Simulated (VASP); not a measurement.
# BeCdS4 in VASP: further runs, part 2 of 2

VASP 6.6.1. Earlier steps stand in the parts before.

## 3. Single point, PBE

This run uses another cell than the first one: it holds 12 atoms, not 6.

INCAR

```
SYSTEM = BeCdS4
PREC     = Accurate       ! precision mode
ENCUT    = 520            ! plane-wave cutoff, eV
EDIFF    = 1E-6           ! SCF threshold, eV
ISMEAR   = 0              ! smearing method
SIGMA    = 0.1            ! smearing width, eV
LREAL    = .False.        ! projectors in reciprocal space
LASPH    = .True.         ! aspherical terms in the spheres
NELM     = 80             ! most SCF steps
ALGO     = Normal         ! electronic algorithm
ISIF     = 2              ! what is computed and relaxed
LWAVE    = .False.        ! write WAVECAR
LCHARG   = .False.        ! write CHGCAR
GGA      = PE             ! functional
NBANDS   = 50             ! bands
```

KPOINTS

```
regular mesh
0
Gamma
  4 4 2
  0 0 0
```

POSCAR

```
BeCdS4
1.0
   -2.2412334710      0.0108502856      4.6276854024
   -3.7058271891     -3.6580416665      0.0006035570
    5.1580018458     -7.2931127236      4.5867247046
Be Cd S
2 2 8
Direct
    0.6846857405      0.6296749891      0.3147673170
    0.1849793272      0.6300334220      0.8149361194
    0.0119965154      0.9757371221      0.4876694080
    0.5123697889      0.9763910629      0.9875636172
    0.2955252910      0.5727164482      0.0161977812
    0.7951709431      0.5722757921      0.5159615540
    0.9127314279      0.7698067837      0.1373677686
    0.4127078055      0.7698242774      0.6373070240
    0.5658773885      0.2738702275      0.3846716167
    0.0662126143      0.2741817373      0.8847569171
    0.4024536431      0.0300608488      0.2855787654
    0.9028514746      0.0303033690      0.7856601515
```

Potentials or basis: VASP PAW PBE potentials, release 64 (Be, Cd, S).

Launch:

```sh
$ cat potpaw_PBE.64/Be/POTCAR potpaw_PBE.64/Cd/POTCAR potpaw_PBE.64/S/POTCAR > POTCAR
$ mpirun -np 1 vasp_std > vasp.out
```

OUTCAR:

```text
SYSTEM = BeCdS4
   PREC = Accurate
   ENCUT = 520
   EDIFF = 1E-6
   ISMEAR = 0
   LREAL = .False.
   LASPH = .True.
   NELM = 80
   ISIF = 2
   GGA = PE

 ion  position               nearest neighbor table
   1  0.685  0.630  0.315-   7 2.11   9 2.11   6 2.15  11 2.16
   2  0.185  0.630  0.815-   8 2.11  10 2.11   5 2.15  12 2.16
   3  0.012  0.976  0.488-   6 2.63  11 2.63   9 2.64   8 2.64  12 2.98   6 3.00
   4  0.512  0.976  0.988-  12 2.63   5 2.63  10 2.64   7 2.64  11 2.98   5 2.99
   5  0.296  0.573  0.016-   7 2.15   2 2.15   4 2.63   4 2.99
   6  0.795  0.572  0.516-   8 2.15   1 2.15   3 2.63   3 3.00
   7  0.913  0.770  0.137-   1 2.11   5 2.15   4 2.64
   8  0.413  0.770  0.637-   2 2.11   6 2.15   3 2.64
   9  0.566  0.274  0.385-   1 2.11  11 2.15   3 2.64
  10  0.066  0.274  0.885-   2 2.11  12 2.15   4 2.64
  11  0.402  0.030  0.286-   9 2.15   1 2.16   3 2.63   4 2.98
  12  0.903  0.030  0.786-  10 2.15   2 2.16   4 2.63   3 2.98

  Warning from LATTYP: Got some problem with cell dimensions!
  Tried to take original basis but could not verify dimensions!
  LATTYP: Found a triclinic cell.
 ALAT       =    17.6800009933
 B/A-ratio  =     0.4735300951
 C/A-ratio  =     1.1190275327
 COS(alpha) =     0.0024222671
 COS(beta)  =     0.5514219230
 COS(gamma) =     0.8311742225

  Lattice vectors:

 A1 = ( -17.0521231660,  -0.0012700382,   4.6698532142)
 A2 = (  -5.9470606601,  -3.6471913809,   4.6282889594)
 A3 = ( -12.5572371626,  14.5970757328,  -4.5457640068)

Analysis of symmetry for initial positions (statically):
=====================================================================
 Subroutine PRICEL returns:
 Original cell was already a primitive cell.

 Routine SETGRP: Setting up the symmetry group for a
 triclinic supercell.

 Subroutine GETGRP returns: Found  1 space group operations
 (whereof  1 operations were pure point group operations)
 out of a pool of  2 trial point group operations.

The static configuration has the point symmetry C_1 .

Analysis of symmetry for dynamics (positions and initial velocities):
=====================================================================
 Subroutine PRICEL returns:
 Original cell was already a primitive cell.

 Routine SETGRP: Setting up the symmetry group for a
 triclinic supercell.

 Subroutine GETGRP returns: Found  1 space group operations
 (whereof  1 operations were pure point group operations)
 out of a pool of  2 trial point group operations.

The dynamic configuration has the point symmetry C_1 .

 Subroutine INISYM returns: Found  1 space group operations
 (whereof  1 operations are pure point group operations),
 and found     1 'primitive' translations

----------------------------------------------------------------------------------------

                                     Primitive cell

  volume of cell :     250.1675

  direct lattice vectors                    reciprocal lattice vectors
    -2.241233471  0.010850286  4.627685402    -0.067051181  0.067957350  0.183457867
    -3.705827189 -3.658041666  0.000603557    -0.135109456 -0.136506648 -0.065114776
     5.158001846 -7.293112724  4.586724705     0.067667745 -0.068546265  0.032932870

  length of vectors
     5.141859331  5.207151270 10.041539710     0.206811149  0.202801785  0.101794342
[... 80 lines left out ...]
   total plane-waves  NPLWV = 128000
   dimension x,y,z NGX =    40 NGY =   40 NGZ =   80
   dimension x,y,z NGXF=    80 NGYF=   80 NGZF=  160
   ions per type =               2   2   8
   NGX,Y,Z   is equivalent  to a cutoff of  12.93, 12.77, 13.24 a.u.
   NGXF,Y,Z  is equivalent  to a cutoff of  25.87, 25.54, 26.49 a.u.
 SYSTEM =  BeCdS4
   PREC   = accura    normal or accurate (medium, high low for compatibility)
   ISTART =      0    job   : 0-new  1-cont  2-samecut
   ICHARG =      2    charge: 1-file 2-atom 10-const
   ISPIN  =      1    spin polarized calculation?
   LNONCOLLINEAR =      F non collinear calculations
   LSORBIT =      F    spin-orbit coupling
   LASPH  =      T    aspherical Exc in radial PAW
   ENCUT  =  520.0 eV  38.22 Ry    6.18 a.u.   9.56  9.68 18.67*2*pi/ulx,y,z
   NELM   =     80;   NELMIN=  2; NELMDL= -5     # of ELM steps
   EDIFF  = 0.1E-05   stopping-criterion for ELM
   LREAL  =      F    real-space projection
   EDIFFG = 0.1E-04   stopping-criterion for IOM
   NSW    =      0    number of steps for IOM
   IBRION =     -1    ionic relax: 0-MD 1-quasi-New 2-CG
   NFREE  =      0    steps in history (QN), initial steepest desc. (CG)
   ISIF   =      2    stress and relaxation
   ISYM   =      2    0-nonsym 1-usesym 2-fastsym
   POTIM  = 0.5000    time-step for ionic-motion
   TEBEG  =    0.0;   TEEND  =   0.0 temperature during run
   PSTRESS=    0.0 pullay stress
   NELECT =      76.0000    total number of electrons
   NUPDOWN=      -1.0000    fix difference up-down
   EMIN   =  10.00;   EMAX   =-10.00  energy-range for DOS
   EFERMI =   0.00;   METHOD = LEGACY
   ISMEAR =     0;   SIGMA  =   0.10  broadening in eV -4-tet -1-fermi 0-gaus
   EFERMI_NEDOS =   21; number of points for ismear=-14 and -15
   IALGO  =     38    algorithm
   IMIX   =      4    mixing-type and parameters
     AMIX     =   0.40;   BMIX     =  1.00
     AMIX_MAG =   1.60;   BMIX_MAG =  1.00
  volume/ion in A,a.u.               =      20.85       140.68
  Fermi-wavevector in a.u.,A,eV,Ry     =   1.100531  2.079703 16.478955  1.211169
  Thomas-Fermi vector in A             =   2.236944
   LORBIT       =      0    0 simple, 1 ext, 2 COOP (PROOUT), +10 PAW based schemes
   GGA     = PE    functional components
   LHFCALC =     F    Hartree Fock is set to
   AEXX    =    0.0000 exact exchange contribution
   IVDW    =     0    specifies the selected vdW correction
   LEPSILON=     F    determine dielectric tensor
   LRPA    =     F    only Hartree local field effects (RPA)
 non-spin polarized calculation
 Gauss-broadening in eV      SIGMA  =   0.10
  energy-cutoff  :      520.00
  volume of cell :      250.17
 maximum number of plane-waves:      6770
 NGX is ok and might be reduce to    40

 number of electron      75.9999998 magnetization

 Free energy of the ion-electron system (eV)
  ---------------------------------------------------
  ext. energy  EPLUGINS =         0.00000000
  ---------------------------------------------------
  free energy    TOTEN  =       -45.53563446 eV

  energy without entropy =      -45.53563446  energy(sigma->0) =      -45.53563446

 E-fermi :   3.3357     XC(G=0):  -9.1555

 val. band max:        2.8519146627   @ k =   0.5000   0.5000   0.0000
 cond. band min:       4.0566071950   @ k =   0.0000   0.2500   0.5000
 fundamental gap:      1.2046925323
 Fermi energy:         3.3357467873

 k-point     1 :       0.0000    0.0000    0.0000
  band No.  band energies     occupation
      1     -12.0612      2.00000
      2     -11.5815      2.00000
      3     -11.3082      2.00000
      4     -10.7252      2.00000
      5      -8.6706      2.00000
      6      -8.2700      2.00000
[... 1049 lines left out ...]
     49       8.6843      0.00000
     50       8.7660      0.00000

------------------------ aborting loop because EDIFF is reached ----------------------------------------

  FORCE on cell =-STRESS in cart. coord.  units (eV):
  Direction    XX          YY          ZZ          XY          YZ          ZX
  --------------------------------------------------------------------------------------
  -------------------------------------------------------------------------------------
  Total        0.0773900     -0.2674328      0.0688066     -0.0013198     -0.0378497      0.1519538
  in kB        0.4956376     -1.7127512      0.4406662     -0.0084528     -0.2424056      0.9731755
  external PRESSURE =      -0.2588158 kB  Pullay stress =       0.0000000 kB

 VOLUME and BASIS-vectors are now :
 -----------------------------------------------------------------------------
  energy-cutoff  :      520.00
  volume of cell :      250.17
      direct lattice vectors                 reciprocal lattice vectors
    -2.241233471  0.010850286  4.627685402    -0.067051181  0.067957350  0.183457867
    -3.705827189 -3.658041666  0.000603557    -0.135109456 -0.136506648 -0.065114776
     5.158001846 -7.293112724  4.586724705     0.067667745 -0.068546265  0.032932870

 POSITION                                       TOTAL-FORCE (eV/Angst)
 -----------------------------------------------------------------------------------
     -2.24444     -4.59158      4.61264        -0.000701     -0.002979     -0.002490
      1.45407     -8.24610      4.59429         0.000905     -0.001179      0.000079
     -1.12740     -7.12578      2.29291        -0.003791      0.010545     -0.000607
      0.32718    -10.76853      6.90136         0.003964      0.007226      0.000013
     -2.70118     -2.20995      1.44224         0.034021     -0.056004     -0.048166
     -1.24159     -5.84775      6.04672         0.036270     -0.065265     -0.041461
     -4.18987     -3.80792      4.85437        -0.027718      0.057130      0.075420
     -0.49058     -7.45952      4.83350        -0.026881      0.059880      0.074014
     -0.29904     -3.80114      4.38325         0.026640      0.058256     -0.072117
      3.39911     -7.45488      4.36471         0.027076      0.056056     -0.073667
      0.45962     -2.18836      3.17232        -0.032369     -0.061493      0.044295
      1.91664     -5.83096      7.78174        -0.037416     -0.062173      0.044687
 -----------------------------------------------------------------------------------
    total drift:                                0.000299     -0.000345      0.000077

  FREE ENERGIE OF THE ION-ELECTRON SYSTEM (eV)
  ---------------------------------------------------
  free  energy   TOTEN  =       -45.5356344615 eV

  energy  without entropy=      -45.5356344615  energy(sigma->0) =      -45.53563446
```

Run time: 2.3 min. Hardware: 1 thread of AMD EPYC 9R45 (Zen 5), shared host; peak memory 0.42 GiB.

Results:

```yaml
Free_energy: -45.5356 eV
Pressure: 0.0 GPa
Largest_force: 0.099 eV/Å
Band_gap_on_the_k_mesh: 1.20 eV
```

Forces on the atoms (eV/Å):
```
Be  -0.001 -0.003 -0.002
Be   0.001 -0.001  0.000
Cd  -0.004  0.011 -0.001
Cd   0.004  0.007  0.000
S    0.034 -0.056 -0.048
S    0.036 -0.065 -0.041
S   -0.028  0.057  0.075
S   -0.027  0.060  0.074
S    0.027  0.058 -0.072
S    0.027  0.056 -0.074
S   -0.032 -0.061  0.044
S   -0.037 -0.062  0.045
```
